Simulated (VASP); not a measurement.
# CdS (I4/mmm) in VASP: single point with HSE06

Aim: the single point of CdS with HSE06.

All numbers are computed with VASP 6.6.1; they aren't measurements. Logs are shortened: lines on timing, memory, paths and dates and some standing lists are left out, and cuts for length are marked.

**1. The cell of the first run**

Symmetry: I4/mmm, No. 139, tetragonal system. Conventional cell: a = 3.856 Å, b = 3.856 Å, c = 5.593 Å, α = 90.00°, β = 90.00°, γ = 90.00°. Within 3.6 Å of Cd (site symmetry 4/mmm) lie 6 S at 2.73 to 2.80 Å. S (site symmetry 4/mmm) has 6 Cd at 2.73 to 2.80 Å within 3.6 Å.

**2. Single point, HSE06 (uniaxial x strain +2.6%)**

The input, POSCAR:

```
CdS
1.0
    0.0000000000      2.7267765442      2.7267765442
    2.7965820237      0.0000000000      2.7267765442
    2.7965820237      2.7267765442      0.0000000000
Cd S
1 1
Direct
    0.0000000000      0.0000000000      0.0000000000
    0.5000000000      0.5000000000      0.5000000000
```

The input, INCAR.step1:

```
ALGO = Normal
EDIFF = 1E-5
ENCUT = 520
GGA = PE
ISIF = 2
ISMEAR = 0
KPAR = 2
LASPH = True
LREAL = False
LWAVE = True
NBANDS = 16
NELM = 80
PREC = Accurate
SIGMA = 0.01
```

The input, INCAR.step2:

```
ALGO = Normal
EDIFF = 1E-6
ENCUT = 520
GGA = PE
HFSCREEN = 0.2079
ISIF = 2
ISMEAR = 0
ISTART = 1
KPAR = 2
LASPH = True
LCHARG = True
LHFCALC = True
LREAL = False
LVHAR = True
LWAVE = False
NBANDS = 16
NELM = 80
PREC = Accurate
PRECFOCK = Normal
SIGMA = 0.01
```

The input, KPOINTS:

```
k-points
0
Gamma
  6 6 6
```

Potentials or basis: VASP PAW PBE potentials, release 64 (Cd, S).

Command:

```
> cat potpaw_PBE.64/Cd/POTCAR potpaw_PBE.64/S/POTCAR > POTCAR
> cp INCAR.step1 INCAR
> mpirun -np 2 vasp_std > vasp.out
> cp INCAR.step2 INCAR
> mpirun -np 2 vasp_std > vasp.out
```

OUTCAR:

```text
EDIFF = 1E-6
   ENCUT = 520
   GGA = PE
   HFSCREEN = 0.2079
   ISIF = 2
   ISMEAR = 0
   ISTART = 1
   LASPH = True
   LHFCALC = True
   LREAL = False
   NELM = 80
   PREC = Accurate
   PRECFOCK = Normal

 ion  position               nearest neighbor table
   1  0.000  0.000  0.000-   2 2.73   2 2.73   2 2.73   2 2.73   2 2.80   2 2.80
   2  0.500  0.500  0.500-   1 2.73   1 2.73   1 2.73   1 2.73   1 2.80   1 2.80

  LATTYP: Found a body centered tetragonal cell.
 ALAT       =     3.8562443704
 C/A-ratio  =     1.4504174296

  Lattice vectors:

 A1 = (   2.7965820237,   0.0000000000,   2.7267765442)
 A2 = (   2.7965820237,   0.0000000000,  -2.7267765442)
 A3 = (  -2.7965820237,   2.7267765442,   0.0000000000)

Analysis of symmetry for initial positions (statically):
=====================================================================
 Subroutine PRICEL returns:
 Original cell was already a primitive cell.

 Routine SETGRP: Setting up the symmetry group for a
 body centered tetragonal supercell.

 Subroutine GETGRP returns: Found 16 space group operations
 (whereof 16 operations were pure point group operations)
 out of a pool of 16 trial point group operations.

The static configuration has the point symmetry D_4h.

Analysis of symmetry for dynamics (positions and initial velocities):
=====================================================================
 Subroutine PRICEL returns:
 Original cell was already a primitive cell.

 Routine SETGRP: Setting up the symmetry group for a
 body centered tetragonal supercell.

 Subroutine GETGRP returns: Found 16 space group operations
 (whereof 16 operations were pure point group operations)
 out of a pool of 16 trial point group operations.

The dynamic configuration has the point symmetry D_4h.

 Subroutine INISYM returns: Found 16 space group operations
 (whereof 16 operations are pure point group operations),
 and found     1 'primitive' translations

----------------------------------------------------------------------------------------

                                     Primitive cell

  volume of cell :      41.5869

  direct lattice vectors                    reciprocal lattice vectors
     0.000000000  2.726776544  2.726776544    -0.178789678  0.183366694  0.183366694
     2.796582024  0.000000000  2.726776544     0.178789678 -0.183366694  0.183366694
     2.796582024  2.726776544  0.000000000     0.178789678  0.183366694 -0.183366694

  length of vectors
[... 91 lines left out ...]
   TEBEG  =    0.0;   TEEND  =   0.0 temperature during run
   PSTRESS=    0.0 pullay stress
   NELECT =      18.0000    total number of electrons
   NUPDOWN=      -1.0000    fix difference up-down
   EMIN   =  10.00;   EMAX   =-10.00  energy-range for DOS
   EFERMI =   0.00;   METHOD = LEGACY
   ISMEAR =     0;   SIGMA  =   0.01  broadening in eV -4-tet -1-fermi 0-gaus
   EFERMI_NEDOS =   21; number of points for ismear=-14 and -15
   IALGO  =     38    algorithm
   IMIX   =      1    mixing-type and parameters
     AMIX     =   0.40;   BMIX     =  1.00
     AMIX_MAG =   1.60;   BMIX_MAG =  1.00
  volume/ion in A,a.u.               =      20.79       140.32
  Fermi-wavevector in a.u.,A,eV,Ry     =   1.238360  2.340160 20.865004  1.533535
  Thomas-Fermi vector in A             =   2.372888
   LORBIT       =      0    0 simple, 1 ext, 2 COOP (PROOUT), +10 PAW based schemes
   GGA     = PE    functional components
   LHFCALC =     T    Hartree Fock is set to
   PRECFOCK=normal    Normal, Fast or Accurate (Low or Medium for compatibility)
   ENCUT4O =  -1.0   cutoff for four orbital integrals eV
   NKREDX  =     1    reduce k-point grid by
   NKREDY  =     1    reduce k-point grid by
   NKREDZ  =     1    reduce k-point grid by
   AEXX    =    0.2500 exact exchange contribution
   HFSCREEN=    0.2079 screening length (either q_TF or 0.3 A-1)
   HFSCREENC=   0.2079 screening length for correlation (either q_TF or 0.3 A-1)
   ENCUTFOCK=  -1.0 apply spherical cutoff to Coloumb kernel
   IVDW    =     0    specifies the selected vdW correction
   LEPSILON=     F    determine dielectric tensor
   LRPA    =     F    only Hartree local field effects (RPA)
 non-spin polarized calculation
 Gauss-broadening in eV      SIGMA  =   0.01
  energy-cutoff  :      520.00
  volume of cell :       41.59
 maximum number of plane-waves:      1134
 NGX is ok and might be reduce to    30
  NGX = 24; NGY = 24; NGZ = 24

 number of electron      18.0000004 magnetization

 Free energy of the ion-electron system (eV)
  ---------------------------------------------------
  ext. energy  EPLUGINS =         0.00000000
  ---------------------------------------------------
  free energy    TOTEN  =        -7.34286403 eV

  energy without entropy =       -7.34286403  energy(sigma->0) =       -7.34286403

 E-fermi :   2.2491     XC(G=0):  -8.5277

 val. band max:        2.1948850203   @ k =   0.5000  -0.0000  -0.0000
 cond. band min:       3.3091568081   @ k =   0.5000   0.5000   0.0000
 fundamental gap:      1.1142717879
 Fermi energy:         2.2491136036

 k-point     1 :       0.0000    0.0000    0.0000
  band No.  band energies     occupation
      1     -11.8070      2.00000
      2      -6.6818      2.00000
      3      -6.6780      2.00000
      4      -6.6753      2.00000
      5      -6.6464      2.00000
      6      -6.6464      2.00000
[... 433 lines left out ...]
      3      -6.6701      2.00000
      4      -6.6398      2.00000
      5      -6.4316      2.00000
      6      -6.1202      2.00000
[... 8 lines left out ...]
     15      16.2748      0.00000
     16      18.5096      0.00000

 [... further k-points ...]

------------------------ aborting loop because EDIFF is reached ----------------------------------------

  FORCE on cell =-STRESS in cart. coord.  units (eV):
  Direction    XX          YY          ZZ          XY          YZ          ZX
  --------------------------------------------------------------------------------------
  -------------------------------------------------------------------------------------
  Total       -0.6711878     -0.2444805     -0.2444805     -0.0000000      0.0000000      0.0000000
  in kB      -25.8581824     -9.4188577     -9.4188577     -0.0000000      0.0000000      0.0000000
  external PRESSURE =     -14.8986326 kB  Pullay stress =       0.0000000 kB

 VOLUME and BASIS-vectors are now :
 -----------------------------------------------------------------------------
  energy-cutoff  :      520.00
  volume of cell :       41.59
      direct lattice vectors                 reciprocal lattice vectors
     0.000000000  2.726776544  2.726776544    -0.178789678  0.183366694  0.183366694
     2.796582024  0.000000000  2.726776544     0.178789678 -0.183366694  0.183366694
     2.796582024  2.726776544  0.000000000     0.178789678  0.183366694 -0.183366694

 POSITION                                       TOTAL-FORCE (eV/Angst)
 -----------------------------------------------------------------------------------
      0.00000      0.00000      0.00000        -0.000000      0.000000      0.000000
      2.79658      2.72678      2.72678         0.000000      0.000000      0.000000
 -----------------------------------------------------------------------------------
    total drift:                               -0.000032     -0.000000      0.000000

  FREE ENERGIE OF THE ION-ELECTRON SYSTEM (eV)
  ---------------------------------------------------
  free  energy   TOTEN  =        -7.3428640315 eV

  energy  without entropy=       -7.3428640315  energy(sigma->0) =       -7.34286403
```

OSZICAR.step1:

```text
N       E                     dE             d eps       ncg     rms          rms(c)
DAV:   1     0.109718924406E+03    0.10972E+03   -0.92667E+03  1000   0.106E+03
DAV:   2    -0.263250985723E+01   -0.11235E+03   -0.10605E+03  1160   0.257E+02
DAV:   3    -0.643459448237E+01   -0.38021E+01   -0.37941E+01  1208   0.500E+01
DAV:   4    -0.645312118479E+01   -0.18527E-01   -0.18525E-01  1168   0.340E+00
DAV:   5    -0.645330553760E+01   -0.18435E-03   -0.18435E-03  1184   0.331E-01    0.724E+00
DAV:   6    -0.589300975213E+01    0.56030E+00   -0.87750E-01  1280   0.114E+01    0.611E+00
DAV:   7    -0.586752374340E+01    0.25486E-01   -0.16684E-01  1128   0.292E+00    0.320E+00
DAV:   8    -0.586654998258E+01    0.97376E-03   -0.17603E-02  1184   0.163E+00    0.285E-01
DAV:   9    -0.586637833368E+01    0.17165E-03   -0.14329E-03  1192   0.530E-01    0.617E-02
DAV:  10    -0.586643245108E+01   -0.54117E-04   -0.18571E-04  1120   0.137E-01    0.588E-02
DAV:  11    -0.586645781838E+01   -0.25367E-04   -0.40707E-05  1160   0.644E-02    0.196E-02
DAV:  12    -0.586645452905E+01    0.32893E-05   -0.98743E-06   792   0.390E-02
   1 F= -.58664545E+01 E0= -.58664545E+01  d E =-.100768E-19
```

It took 51 min on 2 MPI ranks of Intel Xeon Platinum 8259CL at 2.50GHz (Skylake/Cascade Lake), shared host; peak memory 0.28 GiB.

What came out:

```
Free energy            : -7.3429 eV
Pressure               : -1.5 GPa
Band gap on the k mesh : 1.11 eV (least direct gap 2.48 eV)
```

Levels at points of the mesh, in eV from the valence-band top:
```
           k point  band 5  band 6  band 7  band 8  band 9  band 10  band 11  band 12  band 13  band 14
(0.00, 0.00, 0.00)   -8.84   -8.84   -0.82   -0.82   -0.68     1.80    10.20    10.33    10.33    12.32
(0.50, 0.00, 0.00)   -8.67   -8.66   -5.23   -0.14    0.00     4.38     6.84     7.09     8.19    13.36
(0.50, 0.50, 0.00)   -8.59   -7.83   -4.54   -2.42   -2.18     1.11     6.84    11.20    12.27    12.90
(0.00, 0.50, 0.50)   -8.60   -7.90   -4.53   -2.21   -2.21     1.24     6.99    10.96    12.75    12.75
```

Caveat: the cell differs from its parent crystal (uniaxial x strain +2.6%); the structure was generated, so it needn't be the stable form of CdS; the PAW data sets were made with another functional, which shifts forces and pressure a little. A k mesh can miss the band edges.
